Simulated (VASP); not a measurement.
Runs of VASP 6.6.1 on Ba3Si. The structure is that of space group Pm-3m (No. 221), or close to it. The cells are those of the table. 

```csv
task,cell,k mesh,cutoff (eV),gap on the mesh (eV),pressure (GPa),relaxed volume (Å³/atom)
relaxation of cell and atoms,"relaxed from a = 5.000 Å, 4 atoms",4 × 4 × 4,600,none,0.0,(a)
single point,"a = 5.388 Å, 4 atoms",10 × 10 × 10,520,none,0.4,-
single point,"a = 5.388 Å, 4 atoms",4 × 4 × 4,520,none,0.5,-
relaxation of cell and atoms,"relaxed from a = 5.388 Å, 4 atoms",10 × 10 × 10,600,none,0.0,39.99
```

Alike in all rows: level PBE; potentials or basis VASP PAW PBE potentials, release 64 (Ba_sv, Si); no spin polarisation; smearing gaussian 0.1 eV.

Q: Estimate the missing entries.

A: (a) 40.09.

Caveats: spin-orbit coupling is left out, which moves the levels of the heavy elements; the volume moved by over 15 % at a fixed basis, so the end points are rough (at least some runs).

A k mesh can miss the band edges, and the runs leave out spin-orbit coupling on Ba.

A gap of «none» marks levels without a gap at the run's occupations.
